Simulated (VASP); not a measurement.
Set up this calculation in VASP 6.6.1, as the native input.

```
Task                   : single point
Functional             : PBE
Dispersion             : D3(BJ)
Potentials or basis    : VASP PAW PBE potentials, release 64 (Mo_sv, S)
Cutoff                 : 520 eV
k mesh                 : 12 × 12 × 4
Occupations            : gaussian, width 0.05 eV
Spin                   : no spin polarisation
Dipole correction      : no
Further INCAR settings : ALGO = Normal; EDIFF = 1e-06; NBANDS = 35
```

The structure of MoS2 lies in POSCAR:

```
MoS2
1.0
    3.1493479319      0.0000000000      0.0000000000
   -1.5746739660      2.7274153144      0.0000000000
    0.0000000000      0.0000000000     11.0072000000
Mo S
2 4
Direct
    0.6666666667      0.3333333333      0.2501439769
    0.3333333333      0.6666666667      0.7498560231
    0.3333333333      0.6666666667      0.3795985159
    0.6666666667      0.3333333333      0.8793132861
    0.3333333333      0.6666666667      0.1206867139
    0.6666666667      0.3333333333      0.6204014841
```

One way to write it, as run:

INCAR

```
SYSTEM = MoS2
ALGO = Normal
EDIFF = 1E-6
ENCUT = 520
GGA = PE
ISIF = 2
ISMEAR = 0
IVDW = 12
LASPH = .True.
LCHARG = .False.
LREAL = .False.
LWAVE = .False.
NBANDS = 35
NELM = 100
PREC = Accurate
SIGMA = 0.05
```

KPOINTS

```
k-points
0
Gamma
  12 12 4
  0 0 0
```

Potentials or basis: VASP PAW PBE potentials, release 64 (Mo_sv, S).

Command:

```sh
$ cat potpaw_PBE.64/Mo_sv/POTCAR potpaw_PBE.64/S/POTCAR > POTCAR
$ mpirun -np 1 vasp_std > vasp.out
```

Results of the run:

* Pressure: 19.4 GPa
* Largest force: 2.899 eV/Å
* Band gap on the k mesh: zero (bands 26 and 27 overlap by 0.24 eV)
* Dispersion energy per atom: -0.483 eV

Caveat: the cell stands under pressure; forces of over 1 eV/Å act on the atoms, so gaps and moduli don't describe the material at rest.

It took 4.2 min on 1 thread of Intel Xeon 8259CL, on a shared host, peak memory 0.33 GiB.
